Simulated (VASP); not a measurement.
# Sb in VASP: notebook

Sb is run at these levels: PBE; tasks: single point.

Program: VASP 6.6.1. These are calculated values, not measurements. Logs are shortened: lines on timing, memory, paths and dates and some standing lists are left out, and cuts for length are marked.

**1. The cell of the first run**

It takes space group C2/m (No. 12, monoclinic). The conventional cell has a = 4.463 Å, b = 4.321 Å, c = 3.114 Å, α = 90.00°, β = 90.23°, γ = 90.00°. Sb (site symmetry 2/m) has 6 Sb at 3.11 Å within 4.1 Å.

The cell was generated, and may not be a known phase.

**2. Single point, PBE**

The input, INCAR:

```
  PREC = Accurate
  ENCUT = 520
  EDIFF = 1E-7
  ISMEAR = 0
  SIGMA = 0.1
  LREAL = F
  LASPH = T
  NELM = 80
  ALGO = Normal
  ISIF = 2
  LWAVE = F
  LCHARG = F
  GGA = PE
  NBANDS = 14
```

The input, KPOINTS:

```
regular mesh
0
Gamma
  6 6 4
```

The input, POSCAR:

```
Sb
1.0
    3.8228632334     -2.1606741164      0.0783807747
    3.8228632334      2.1606741164      0.0783807747
   -0.0491823567      0.0000000000      5.4519133470
Sb
3
Direct
    0.3333166693      0.3333166693      0.6666642480
    0.6666833307      0.6666833307      0.3333357520
    0.0000000000      0.0000000000      0.0000000000
```

Potentials or basis: VASP PAW PBE potentials, release 64 (Sb).

Run with:

```
$ cat potpaw_PBE.64/Sb/POTCAR > POTCAR
$ mpirun -np 1 vasp_std > vasp.out
```

OUTCAR:

```text
PREC = Accurate
   ENCUT = 520
   EDIFF = 1E-7
   ISMEAR = 0
   LREAL = F
   LASPH = T
   NELM = 80
   ISIF = 2
   GGA = PE

 ion  position               nearest neighbor table
   1  0.333  0.333  0.667-   2 3.11   2 3.11   3 3.11   3 3.11   3 3.11   2 3.11
   2  0.667  0.667  0.333-   1 3.11   1 3.11   3 3.11   3 3.11   3 3.11   1 3.11
   3  0.000  0.000  0.000-   2 3.11   2 3.11   1 3.11   1 3.11   1 3.11   2 3.11

  LATTYP: Found a base centered monoclinic cell.
 ALAT       =     7.6473333515
 B/A-ratio  =     0.5650790981
 C/A-ratio  =     0.7129459292
 COS(beta)  =    -0.0114791612

  Lattice vectors:

 A1 = (  -3.8228632334,   2.1606741164,  -0.0783807747)
 A2 = (  -3.8228632334,  -2.1606741164,  -0.0783807747)
 A3 = (  -0.0491823567,   0.0000000000,   5.4519133470)

Analysis of symmetry for initial positions (statically):
=====================================================================
 Subroutine PRICEL returns:
 Original cell was already a primitive cell.

 Routine SETGRP: Setting up the symmetry group for a
 base centered monoclinic supercell.

 Subroutine GETGRP returns: Found  4 space group operations
 (whereof  4 operations were pure point group operations)
 out of a pool of  4 trial point group operations.

The static configuration has the point symmetry C_2h.

Analysis of symmetry for dynamics (positions and initial velocities):
=====================================================================
 Subroutine PRICEL returns:
 Original cell was already a primitive cell.

 Routine SETGRP: Setting up the symmetry group for a
 base centered monoclinic supercell.

 Subroutine GETGRP returns: Found  4 space group operations
 (whereof  4 operations were pure point group operations)
 out of a pool of  4 trial point group operations.

The dynamic configuration has the point symmetry C_2h.

 Subroutine INISYM returns: Found  4 space group operations
 (whereof  4 operations are pure point group operations),
 and found     1 'primitive' translations

----------------------------------------------------------------------------------------

                                     Primitive cell

  volume of cell :      90.0818

  direct lattice vectors                    reciprocal lattice vectors
     3.822863233 -2.160674116  0.078380775     0.130767832 -0.231409261  0.001179672
     3.822863233  2.160674116  0.078380775     0.130767832  0.231409261  0.001179672
    -0.049182357  0.000000000  5.451913347    -0.003760032  0.000000000  0.183387924

  length of vectors
     4.391917518  4.391917518  5.452135182     0.265804182  0.265804182  0.183426467

  position of ions in fractional coordinates (direct lattice)
     0.333316669  0.333316669  0.666664248
     0.666683331  0.666683331  0.333335752
     0.000000000  0.000000000  0.000000000

  ion indices of the primitive-cell ions
   primitive index   ion index
                 1           1
                 2           2
                 3           3

----------------------------------------------------------------------------------------

 KPOINTS: regular mesh

Automatic generation of k-mesh.
 Grid dimensions read from file:
 generate k-points for:    6    6    4

 Generating k-lattice:

  Cartesian coordinates                     Fractional coordinates (reciprocal lattice)
     0.021794639 -0.038568210  0.000196612     0.166666667 -0.000000000  0.000000000
     0.021794639  0.038568210  0.000196612    -0.000000000  0.166666667  0.000000000
    -0.000940008  0.000000000  0.045846981    -0.000000000 -0.000000000  0.250000000

  Length of vectors
     0.044300697  0.044300697  0.045856617

  Shift w.r.t. Gamma in fractional coordinates (k-lattice)
     0.000000000  0.000000000  0.000000000

 Subroutine IBZKPT returns following result:
 ===========================================

 Found     47 irreducible k-points:

 Following reciprocal coordinates:
            Coordinates               Weight
  0.000000  0.000000  0.000000      1.000000
  0.166667 -0.000000  0.000000      4.000000
  0.333333 -0.000000  0.000000      4.000000
  0.500000  0.000000  0.000000      2.000000
  0.166667  0.166667  0.000000      2.000000
  0.333333  0.166667 -0.000000      4.000000
[... 16 lines left out ...]
 -0.333333  0.166667  0.250000      4.000000
 -0.166667  0.166667  0.250000      4.000000
 [... further k-points ...]
   k-points           NKPTS =     47   k-points in BZ     NKDIM =     47   number of bands    NBANDS=     14
   number of dos      NEDOS =    301   number of ions     NIONS =      3
   total plane-waves  NPLWV =  54432
   dimension x,y,z NGX =    36 NGY =   36 NGZ =   42
   dimension x,y,z NGXF=    72 NGYF=   72 NGZF=   84
   ions per type =               3
   NGX,Y,Z   is equivalent  to a cutoff of  13.63, 13.63, 12.81 a.u.
   NGXF,Y,Z  is equivalent  to a cutoff of  27.25, 27.25, 25.61 a.u.
 SYSTEM =  unknown system
   PREC   = accura    normal or accurate (medium, high low for compatibility)
   ISTART =      0    job   : 0-new  1-cont  2-samecut
   ICHARG =      2    charge: 1-file 2-atom 10-const
   ISPIN  =      1    spin polarized calculation?
   LNONCOLLINEAR =      F non collinear calculations
   LSORBIT =      F    spin-orbit coupling
   LASPH  =      T    aspherical Exc in radial PAW
   ENCUT  =  520.0 eV  38.22 Ry    6.18 a.u.   8.17  8.17 10.14*2*pi/ulx,y,z
   NELM   =     80;   NELMIN=  2; NELMDL= -5     # of ELM steps
   EDIFF  = 0.1E-06   stopping-criterion for ELM
   LREAL  =      F    real-space projection
   EDIFFG = 0.1E-05   stopping-criterion for IOM
   NSW    =      0    number of steps for IOM
   IBRION =     -1    ionic relax: 0-MD 1-quasi-New 2-CG
   NFREE  =      0    steps in history (QN), initial steepest desc. (CG)
   ISIF   =      2    stress and relaxation
   ISYM   =      2    0-nonsym 1-usesym 2-fastsym
   POTIM  = 0.5000    time-step for ionic-motion
   TEBEG  =    0.0;   TEEND  =   0.0 temperature during run
   PSTRESS=    0.0 pullay stress
   NELECT =      15.0000    total number of electrons
   NUPDOWN=      -1.0000    fix difference up-down
   EMIN   =  10.00;   EMAX   =-10.00  energy-range for DOS
   EFERMI =   0.00;   METHOD = LEGACY
   ISMEAR =     0;   SIGMA  =   0.10  broadening in eV -4-tet -1-fermi 0-gaus
   EFERMI_NEDOS =   21; number of points for ismear=-14 and -15
   IALGO  =     38    algorithm
   IMIX   =      4    mixing-type and parameters
     AMIX     =   0.40;   BMIX     =  1.00
     AMIX_MAG =   1.60;   BMIX_MAG =  1.00
  volume/ion in A,a.u.               =      30.03       202.63
  Fermi-wavevector in a.u.,A,eV,Ry     =   0.900657  1.701995 11.036818  0.811183
  Thomas-Fermi vector in A             =   2.023642
   LORBIT       =      0    0 simple, 1 ext, 2 COOP (PROOUT), +10 PAW based schemes
   GGA     = PE    functional components
   LHFCALC =     F    Hartree Fock is set to
   AEXX    =    0.0000 exact exchange contribution
   IVDW    =     0    specifies the selected vdW correction
   LEPSILON=     F    determine dielectric tensor
   LRPA    =     F    only Hartree local field effects (RPA)
 non-spin polarized calculation
 Gauss-broadening in eV      SIGMA  =   0.10
  energy-cutoff  :      520.00
  volume of cell :       90.08
 maximum number of plane-waves:      2440
 NGX is ok and might be reduce to    36

 number of electron      14.9999999 magnetization

 Free energy of the ion-electron system (eV)
  ---------------------------------------------------
  ext. energy  EPLUGINS =         0.00000000
  ---------------------------------------------------
  free energy    TOTEN  =       -12.23126370 eV

  energy without entropy =      -12.21840119  energy(sigma->0) =      -12.22483244

 E-fermi :   7.0677     XC(G=0):  -9.5959

 val. band max:        7.0589279680   @ k =  -0.3333   0.3333   0.2500
 cond. band min:       7.0786473559   @ k =  -0.3333   0.3333   0.2500
 fundamental gap:      0.0197193880
 Fermi energy:         7.0677270184

 k-point     1 :       0.0000    0.0000    0.0000
  band No.  band energies     occupation
      1      -5.2815      2.00000
      2      -0.8480      2.00000
      3      -0.8479      2.00000
      4       5.8260      2.00000
      5       5.8267      2.00000
      6       5.9830      2.00000
      7       5.9839      2.00000
      8       6.7951      1.99988
      9       6.7951      1.99988
     10      10.2543      0.00000
     11      10.2592      0.00000
     12      10.4094      0.00000
     13      13.1130      0.00000
     14      13.1130      0.00000

 k-point     2 :       0.1667   -0.0000    0.0000
  band No.  band energies     occupation
      1      -5.0098      2.00000
      2      -0.8790      2.00000
      3      -0.7613      2.00000
      4       3.7751      2.00000
      5       4.6456      2.00000
      6       4.9805      2.00000
      7       7.1696      0.14984
      8       8.0341      0.00000
      9       8.5133      0.00000
     10       9.4812      0.00000
     11       9.8182      0.00000
     12       9.9326      0.00000
     13      11.4090      0.00000
     14      12.4775      0.00000

 k-point     3 :       0.3333   -0.0000    0.0000
  band No.  band energies     occupation
      1      -4.2107      2.00000
      2      -1.5758      2.00000
      3      -0.5122      2.00000
      4       3.0109      2.00000
      5       3.8426      2.00000
      6       3.9398      2.00000
      7       6.0115      2.00000
      8       8.0650      0.00000
      9       8.8450      0.00000
     10       9.0843      0.00000
     11       9.3772      0.00000
     12       9.8184      0.00000
     13      12.6343      0.00000
     14      13.3658      0.00000
[... 324 lines left out ...]
 k-point    23 :      -0.3333    0.1667    0.2500
  band No.  band energies     occupation
      1      -3.1539      2.00000
      2      -2.3545      2.00000
      3      -0.8601      2.00000
      4       2.0911      2.00000
      5       3.3838      2.00000
      6       4.5871      2.00000
      7       5.1345      2.00000
      8       7.7021      0.00000
      9       8.5310      0.00000
     10       9.5354      0.00000
     11      10.5794      0.00000
     12      11.3691      0.00000
     13      12.6258      0.00000
     14      13.4615      0.00000

 k-point    24 :      -0.1667    0.1667    0.2500
  band No.  band energies     occupation
      1      -4.1925      2.00000
      2      -2.2104      2.00000
      3      -0.0679      2.00000
      4       2.9886      2.00000
      5       4.5337      2.00000
      6       4.8015      2.00000
      7       5.2529      2.00000
      8       7.1070      0.57827
      9       8.8926      0.00000
     10       9.8499      0.00000
     11      10.0785      0.00000
     12      10.8641      0.00000
     13      11.9737      0.00000
     14      12.7690      0.00000

 [... further k-points ...]
[... 5 lines left out ...]
  --------------------------------------------------------------------------------------
  -------------------------------------------------------------------------------------
  Total        0.0160093      0.0787809      0.0005504      0.0000000      0.0000000      0.0751436
  in kB        0.2847377      1.4011811      0.0097898      0.0000000      0.0000000      1.3364895
  external PRESSURE =       0.5652362 kB  Pullay stress =       0.0000000 kB

 VOLUME and BASIS-vectors are now :
 -----------------------------------------------------------------------------
  energy-cutoff  :      520.00
  volume of cell :       90.08
      direct lattice vectors                 reciprocal lattice vectors
     3.822863233 -2.160674116  0.078380775     0.130767832 -0.231409261  0.001179672
     3.822863233  2.160674116  0.078380775     0.130767832  0.231409261  0.001179672
    -0.049182357  0.000000000  5.451913347    -0.003760032  0.000000000  0.183387924

 POSITION                                       TOTAL-FORCE (eV/Angst)
 -----------------------------------------------------------------------------------
      2.51566      0.00000      3.68685         0.000609      0.000000      0.000132
      5.08088      0.00000      1.92183        -0.000609      0.000000     -0.000132
      0.00000      0.00000      0.00000         0.000000      0.000000      0.000000
 -----------------------------------------------------------------------------------
    total drift:                               -0.000000      0.000000      0.000000

  FREE ENERGIE OF THE ION-ELECTRON SYSTEM (eV)
  ---------------------------------------------------
  free  energy   TOTEN  =       -12.2312636970 eV

  energy  without entropy=      -12.2184011879  energy(sigma->0) =      -12.22483244
```

Wall time 22 s (1 thread of AMD EPYC 9R45 (Zen 5), shared host); peak memory 0.2 GiB.

Results:

```
Free energy            : -12.2313 eV
Pressure               : 0.1 GPa
Band gap on the k mesh : zero (an odd number of electrons rules out a gap without spin polarisation)
```

Stress tensor (GPa, compression positive):
```
0.03 0.00 0.13
0.00 0.14 0.00
0.13 0.00 0.00
```

Levels at points of the mesh, in eV from the Fermi level:
```
           k point  band 3  band 4  band 5  band 6  band 7  band 8  band 9  band 10  band 11  band 12
(0.00, 0.00, 0.00)   -7.92   -1.24   -1.24   -1.08   -1.08   -0.27   -0.27     3.19     3.19     3.34
(0.50, 0.00, 0.00)   -7.42   -3.54   -3.50   -3.04   -3.04    1.48    1.48     1.99     1.99     2.19
(0.50, 0.50, 0.00)   -7.40   -3.69   -3.32   -3.00   -3.00    1.62    1.62     2.21     2.21     2.21
(0.00, 0.00, 0.50)   -4.59   -1.81   -1.60   -1.44    0.62    0.63    0.70     0.70     1.28     1.28
(0.50, 0.00, 0.50)   -8.94   -5.54   -2.19   -2.19   -1.77   -1.77    2.65     2.65     5.18     5.22
(0.50, 0.50, 0.50)   -9.01   -5.54   -2.01   -2.01   -1.65   -1.65    2.74     2.74     5.16     5.31
```

Caveat: spin-orbit coupling is left out, which moves the levels of the heavy elements; an odd number of electrons without spin polarisation forces a metal; a magnetic or distorted state may lie lower.

**3. Single point, PBE**

This run uses another cell than the first one: it holds 4 atoms, not 3.

The input, INCAR:

```
SYSTEM = Sb
  ALGO = Normal
  EDIFF = 1E-7
  ENCUT = 520
  GGA = PE
  ISIF = 2
  ISMEAR = 0
  LASPH = .TRUE.
  LCHARG = .FALSE.
  LREAL = .FALSE.
  LWAVE = .FALSE.
  NBANDS = 18
  NELM = 100
  PREC = Accurate
  SIGMA = 0.2
```

The input, KPOINTS:

```
k-points
0
G
  8 4 4
  0 0 0
```

The input, POSCAR:

```
Sb
1.0
    2.2066811727      2.1986751903     -0.0048472375
   -0.0318778628      0.0454978218     -6.2193480580
   -4.4039724279      4.3892600343     -0.0519997194
Sb
4
Direct
   -0.0004896774      0.0010597645      0.0011401292
    0.0001428884      0.4998220595     -0.0008329774
    0.9999235958      1.0005185032      0.4995190332
    1.0004231933      0.4985996729      0.5001738151
```

Potentials or basis: VASP PAW PBE potentials, release 64 (Sb).

Run with:

```
$ cat potpaw_PBE.64/Sb/POTCAR > POTCAR
$ mpirun -np 1 vasp_std > vasp.out
```

Run time: 39 s. Hardware: 1 thread of AMD EPYC 9R45 (Zen 5), shared host; peak memory 0.25 GiB.

The run converged. Its results:

| Item | Value |
| --- | --- |
| Free energy | -16.3358 eV |
| Pressure | 0.1 GPa |
| Largest force | 0.009 eV/Å |
| Band gap on the k mesh | zero (bands 10 and 11 overlap by 5.16 eV) |

Forces in eV/Å, atoms in the order of the input:
```
Sb   0.005 -0.004  0.006
Sb  -0.004  0.003 -0.004
Sb  -0.004  0.004  0.004
Sb   0.002 -0.003 -0.007
```

Stress tensor (GPa, compression positive):
```
 0.13 -0.07 -0.01
-0.07  0.13  0.01
-0.01  0.01  0.17
```

Levels at points of the mesh, in eV from the Fermi level:
| k point | band 6 | band 7 | band 8 | band 9 | band 10 | band 11 | band 12 | band 13 | band 14 | band 15 |
| --- | --- | --- | --- | --- | --- | --- | --- | --- | --- | --- |
| (0.00, 0.00, 0.00) | -5.47 | -3.54 | -3.35 | 2.27 | 3.25 | 3.27 | 3.35 | 5.23 | 5.23 | 5.28 |
| (0.50, 0.00, 0.00) | -3.47 | -3.47 | -3.43 | -3.43 | -1.66 | -1.55 | -1.46 | 2.26 | 2.26 | 4.79 |
| (0.00, 0.50, 0.00) | -4.65 | -1.93 | -1.88 | 0.23 | 0.29 | 4.05 | 4.09 | 4.11 | 4.14 | 5.25 |
| (0.50, 0.50, 0.00) | -4.64 | -2.71 | -2.68 | -2.66 | -2.63 | 0.21 | 0.27 | 2.39 | 2.47 | 3.09 |
| (0.00, 0.00, 0.50) | -4.66 | -1.91 | -1.90 | 0.25 | 0.27 | 4.07 | 4.07 | 4.11 | 4.12 | 5.26 |
| (0.50, 0.00, 0.50) | -4.65 | -2.69 | -2.69 | -2.65 | -2.64 | 0.24 | 0.25 | 2.42 | 2.44 | 3.10 |
| (0.00, 0.50, 0.50) | -1.32 | -1.22 | -1.20 | -0.94 | -0.93 | -0.77 | -0.76 | 4.86 | 4.88 | 4.91 |
| (0.50, 0.50, 0.50) | -3.88 | -3.84 | -3.82 | 0.58 | 0.63 | 0.73 | 0.75 | 1.45 | 1.46 | 1.63 |

Caveat: spin-orbit coupling is left out, which moves the levels of the heavy elements.

**4. Single point, PBE**

This run uses another cell than the first one: it holds 4 atoms, not 3.

The input, INCAR:

```
  PREC = Accurate
  ENCUT = 520
  EDIFF = 1E-7
  ISMEAR = 0
  SIGMA = 0.2
  LREAL = F
  LASPH = T
  NELM = 60
  ALGO = Normal
  ISIF = 2
  LWAVE = F
  LCHARG = T
  GGA = PE
  LELF = T
  LVHAR = T
  NBANDS = 18
```

The input, KPOINTS:

```
regular mesh
0
Gamma
  8 4 4
```

The input, POSCAR:

```
Sb
1.0
    2.1990779485      2.1986036236      0.0000000000
    0.0000000000      0.0000000000     -6.2187955254
   -4.3981558971      4.3972072472      0.0000000000
Sb
4
Direct
    0.0000000000      0.0000000000      0.0000000000
    0.0000000000      0.5000000000      0.0000000000
    1.0000000000      1.0000000000      0.5000000000
    1.0000000000      0.5000000000      0.5000000000
```

Run with:

```
$ cat potpaw_PBE.64/Sb/POTCAR > POTCAR
$ mpirun -np 1 vasp_std > vasp.out
```

Wall time 33 s (1 thread of AMD EPYC 9R45 (Zen 5), shared host); peak memory 0.23 GiB.

The run converged. Its results:

- Free energy: -16.3359 eV
- Pressure: 0.2 GPa
- Band gap on the k mesh: zero (bands 10 and 11 overlap by 5.23 eV)

Levels at points of the mesh, in eV from the Fermi level:
| k point | band 7 | band 8 | band 9 | band 10 | band 11 | band 12 | band 13 | band 14 |
| --- | --- | --- | --- | --- | --- | --- | --- | --- |
| (0.00, 0.00, 0.00) | -3.46 | -3.45 | 2.26 | 3.29 | 3.29 | 3.29 | 5.27 | 5.27 |
| (0.50, 0.00, 0.00) | -3.46 | -3.45 | -3.45 | -1.56 | -1.56 | -1.56 | 2.26 | 2.26 |
| (0.00, 0.50, 0.00) | -1.91 | -1.91 | 0.25 | 0.25 | 4.11 | 4.11 | 4.11 | 4.11 |
| (0.50, 0.50, 0.00) | -2.68 | -2.68 | -2.67 | -2.67 | 0.25 | 0.25 | 2.44 | 2.44 |
| (0.00, 0.00, 0.50) | -1.91 | -1.91 | 0.25 | 0.25 | 4.11 | 4.11 | 4.11 | 4.11 |
| (0.50, 0.00, 0.50) | -2.68 | -2.68 | -2.68 | -2.68 | 0.25 | 0.25 | 2.44 | 2.44 |
| (0.00, 0.50, 0.50) | -1.29 | -1.29 | -0.86 | -0.86 | -0.86 | -0.86 | 4.94 | 4.94 |
| (0.50, 0.50, 0.50) | -3.87 | -3.87 | 0.68 | 0.68 | 0.68 | 0.68 | 1.55 | 1.55 |

Caveat: spin-orbit coupling is left out, which moves the levels of the heavy elements.

**5. Overview**

```tsv
cell	k mesh	smearing	gap on the mesh (eV)	pressure (GPa)
a = 4.392, b = 4.392, c = 5.452 Å, angles 89.4, 89.4, 58.9°, 3 atoms, atomic positions A	6 × 6 × 4	gaussian 0.1 eV	none	0.1
a = 3.115, b = 6.220, c = 6.218 Å, angles 89.0, 90.2, 89.8°, 4 atoms, atomic positions B	8 × 4 × 4	gaussian 0.2 eV	none	0.1
a = 3.110, b = 6.219, c = 6.219 Å, 4 atoms, atomic positions C	8 × 4 × 4	gaussian 0.2 eV	none	0.2
```

Alike in all rows: task single point; level PBE; potentials or basis VASP PAW PBE potentials, release 64 (Sb); no spin polarisation; cutoff (eV) 520.

Caveats: spin-orbit coupling is left out, which moves the levels of the heavy elements; an odd number of electrons without spin polarisation forces a metal (at least some runs); a magnetic or distorted state may lie lower (at least some runs).

Absolute energies hang on the potentials; compare differences alone.

The gap in the log of VASP goes by the Fermi energy; the results here count the filled bands.